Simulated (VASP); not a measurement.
# RbBr3 (I4/mmm) in VASP: notebook, part 2 of 2

VASP 6.6.1. Earlier steps stand in the parts before.

**4. Single point, PBE**

File INCAR:

```
PREC     = Accurate       # precision mode
ENCUT    = 500            # plane-wave cutoff, eV
EDIFF    = 1E-6           # SCF threshold, eV
ISMEAR   = 0              # smearing method
SIGMA    = 0.1            # smearing width, eV
LREAL    = F              # projectors in reciprocal space
LASPH    = T              # aspherical terms in the spheres
NELM     = 120            # most SCF steps
ALGO     = Normal         # electronic algorithm
ISIF     = 2              # what is computed and relaxed
LWAVE    = F              # write WAVECAR
LCHARG   = T              # write CHGCAR
GGA      = PE             # functional
LELF     = T              # ELF
LVHAR    = T            
NBANDS   = 23             # bands
GGA_COMPAT= F
```

File KPOINTS:

```
Automatic mesh
0
Gamma
  7 7 7
```

File POSCAR:

```
RbBr3
1.0
   -2.2585671000      2.2585671000      6.4370042300
    2.2585671000     -2.2585671000      6.4370042300
    2.2585671000      2.2585671000     -6.4370042300
Rb Br
1 3
Direct
    0.0000000000      0.0000000000      0.0000000000
    0.7500000000      0.2500000000      0.5000000000
    0.2500000000      0.7500000000      0.5000000000
    0.5000000000      0.5000000000      0.0000000000
```

Potentials or basis: VASP PAW PBE potentials, release 64 (Rb_sv, Br).

Launch:

```sh
cat potpaw_PBE.64/Rb_sv/POTCAR potpaw_PBE.64/Br/POTCAR > POTCAR
mpirun -np 1 vasp_std > vasp.out
```

OUTCAR:

```text
PREC = Accurate
   ENCUT = 500
   EDIFF = 1E-6
   ISMEAR = 0
   LREAL = F
   LASPH = T
   NELM = 120
   ISIF = 2
   GGA = PE

 ion  position               nearest neighbor table
   1  0.000  0.000  0.000-   4 3.19   4 3.19   4 3.19   4 3.19   2 3.93   2 3.93   3 3.93   3 3.93
                             3 3.93   2 3.93   3 3.93   2 3.93
   2  0.750  0.250  0.500-   1 3.93   1 3.93   1 3.93   1 3.93
   3  0.250  0.750  0.500-   1 3.93   1 3.93   1 3.93   1 3.93
   4  0.500  0.500  0.000-   1 3.19   1 3.19   1 3.19   1 3.19

  LATTYP: Found a body centered tetragonal cell.
 ALAT       =     4.5171342000
 C/A-ratio  =     2.8500389605

  Lattice vectors:

 A1 = (  -2.2585671000,   2.2585671000,   6.4370042300)
 A2 = (   2.2585671000,  -2.2585671000,   6.4370042300)
 A3 = (   2.2585671000,   2.2585671000,  -6.4370042300)

Analysis of symmetry for initial positions (statically):
=====================================================================
 Subroutine PRICEL returns:
 Original cell was already a primitive cell.

[... 172 lines left out ...]
  energy without entropy =       -8.25170198  energy(sigma->0) =       -8.26569551

 E-fermi :  -0.3721     XC(G=0):  -8.1953

 val. band max:       -0.3765102205   @ k =  -0.2857   0.1429  -0.0000
 cond. band min:      -0.3616285197   @ k =   0.2857  -0.0000   0.0000
 fundamental gap:      0.0148817009
 Fermi energy:        -0.3720960329

 k-point     1 :       0.0000    0.0000    0.0000
  band No.  band energies     occupation
      1     -24.7937      2.00000
      2     -14.8479      2.00000
      3     -13.4453      2.00000
      4     -12.9026      2.00000
      5      -9.0265      2.00000
      6      -8.9266      2.00000
[... 613 lines left out ...]
     22       9.1251      0.00000
     23       9.3781      0.00000

 [... further k-points ...]

------------------------ aborting loop because EDIFF is reached ----------------------------------------

  FORCE on cell =-STRESS in cart. coord.  units (eV):
  Direction    XX          YY          ZZ          XY          YZ          ZX
  --------------------------------------------------------------------------------------
  -------------------------------------------------------------------------------------
  Total        0.4834756      0.4834756      0.8682489      0.0000000     -0.0000000      0.0000000
  in kB        5.8976011      5.8976011     10.5911963      0.0000000     -0.0000000      0.0000000
  external PRESSURE =       7.4621328 kB  Pullay stress =       0.0000000 kB

 VOLUME and BASIS-vectors are now :
 -----------------------------------------------------------------------------
  energy-cutoff  :      500.00
  volume of cell :      131.34
      direct lattice vectors                 reciprocal lattice vectors
    -2.258567100  2.258567100  6.437004230     0.000000000  0.221379298  0.077675885
     2.258567100 -2.258567100  6.437004230     0.221379298  0.000000000  0.077675885
     2.258567100  2.258567100 -6.437004230     0.221379298  0.221379298  0.000000000

 POSITION                                       TOTAL-FORCE (eV/Angst)
 -----------------------------------------------------------------------------------
      0.00000      0.00000      0.00000         0.000000      0.000000     -0.000000
      0.00000      2.25857      3.21850        -0.000000      0.000000      0.000000
      2.25857      0.00000      3.21850        -0.000000     -0.000000     -0.000000
      0.00000      0.00000      6.43700         0.000000      0.000000     -0.000000
 -----------------------------------------------------------------------------------
    total drift:                               -0.000000      0.000000      0.000000

  FREE ENERGIE OF THE ION-ELECTRON SYSTEM (eV)
  ---------------------------------------------------
  free  energy   TOTEN  =        -8.2796890509 eV

  energy  without entropy=       -8.2517019757  energy(sigma->0) =       -8.26569551
```

stdout:

```text
POSCAR found type information on POSCAR RbBr
 POSCAR found :  2 types and       4 ions
 scaLAPACK will be used
 LDA part: xc-table for (Slater+PW92), standard interpolation
 POSCAR, INCAR and KPOINTS ok, starting setup
 FFT: planning ... GRIDC
 FFT: planning ... GRID_SOFT
 FFT: planning ... GRID
 WAVECAR not read
 entering main loop
```

Run time: 12 min. Hardware: 1 thread of Intel Xeon 8259CL, shared host; peak memory 0.44 GiB.

What came out:

* Free energy: -8.2797 eV
* Pressure: 0.7 GPa
* Band gap on the k mesh: zero (bands 15 and 16 overlap by 0.76 eV)

Stress tensor (GPa, compression positive):
```
0.59 0.00 0.00
0.00 0.59 0.00
0.00 0.00 1.06
```

**5. Single point, PBE**

File INCAR:

```
PREC = Accurate ; ENCUT = 500
EDIFF = 1E-6 ; ISMEAR = 0
SIGMA = 0.2 ; LREAL = False
LASPH = True ; NELM = 120
ALGO = Normal ; ISIF = 2
LWAVE = False ; LCHARG = True
GGA = PE ; LELF = True
LVHAR = True ; NBANDS = 23
GGA_COMPAT = False
```

KPOINTS is that of step 4.

POSCAR is that of step 4.

Launch:

```sh
cat potpaw_PBE.64/Rb_sv/POTCAR potpaw_PBE.64/Br/POTCAR > POTCAR
mpirun -np 1 vasp_std > vasp.out
```

It took 15 min on 1 thread of Intel Xeon 8259CL, shared host; peak memory 0.43 GiB.

It converged, with:

```yaml
Free_energy: -8.3173 eV
Pressure: 0.8 GPa
Band_gap_on_the_k_mesh: zero (bands 15 and 16 overlap by 0.79 eV)
```

Stress tensor (GPa, compression positive):
```
0.66 0.00 0.00
0.00 0.66 0.00
0.00 0.00 1.07
```

Levels at points of the mesh, in eV from the Fermi level:
| k point | band 11 | band 12 | band 13 | band 14 | band 15 | band 16 | band 17 | band 18 | band 19 | band 20 |
| --- | --- | --- | --- | --- | --- | --- | --- | --- | --- | --- |
| (0.00, 0.00, 0.00) | -0.73 | -0.31 | -0.31 | 0.04 | 0.34 | 0.34 | 5.28 | 6.31 | 6.85 | 7.38 |

**6. The runs side by side**

| smearing | gap on the mesh (eV) | pressure (GPa) |
| --- | --- | --- |
| gaussian 0.01 eV | none | 0.8 |
| gaussian 0.05 eV | none | 0.7 |
| gaussian 0.1 eV | none | 0.7 |
| gaussian 0.2 eV | none | 0.8 |

Alike in all rows: task single point; level PBE; potentials or basis VASP PAW PBE potentials, release 64 (Rb_sv, Br); no spin polarisation; cell as given; k mesh 7 × 7 × 7; cutoff (eV) 500.

Absolute energies hang on the potentials; compare differences alone.

The gap in the log of VASP goes by the Fermi energy; the results here count the filled bands.